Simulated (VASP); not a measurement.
Wanted: the native input for a VASP 6.6.1 run.

* Task: single point
* Functional: PBE
* Potentials or basis: VASP PAW PBE potentials, release 64 (B, N)
* Cutoff: 520 eV
* k mesh: 12 × 12 × 12
* Occupations: fermi-dirac, width 0.02 eV
* Spin: no spin polarisation
* Dipole correction: no
* Further INCAR settings: ALGO = Normal; EDIFF = 1e-06; NBANDS = 11

The structure of BN lies in POSCAR:

```
BN
1.0
    0.0153609458      1.8005138019      1.8005138019
    1.8005138019      0.0153609458      1.8005138019
    1.8005138019      1.8005138019      0.0153609458
B N
1 1
Direct
    0.0000591269      0.0000591269      0.0000591269
    0.2499408731      0.2499408731      0.2499408731
```

This cell differs from its parent crystal: epitaxial 111 strain -1.1%.

The input as run:

INCAR

```
SYSTEM = BN
PREC = Accurate
ENCUT = 520
EDIFF = 1E-6
ISMEAR = -1
SIGMA = 0.02
LREAL = .False.
LASPH = .True.
NELM = 60
ALGO = Normal
ISIF = 2
LWAVE = .False.
LCHARG = .False.
GGA = PE
NBANDS = 11
```

KPOINTS

```
Automatic mesh
0
Gamma
  12 12 12
  0 0 0
```

Potentials or basis: VASP PAW PBE potentials, release 64 (B, N).

Launch:

```console
$ cat potpaw_PBE.64/B/POTCAR potpaw_PBE.64/N/POTCAR > POTCAR
$ mpirun -np 1 vasp_std > vasp.out
```

Results of the run:

The pressure is 13.3 GPa and the largest force is 0.020 eV/Å. The band gap on the k mesh is 4.46 eV, indirect (least direct gap 8.64 eV).

Caveat: the cell differs from its parent crystal (epitaxial 111 strain -1.1%).

Run time: 40 s on 1 thread of Intel Xeon 8259CL, with other jobs on the host, peak memory 0.13 GiB.
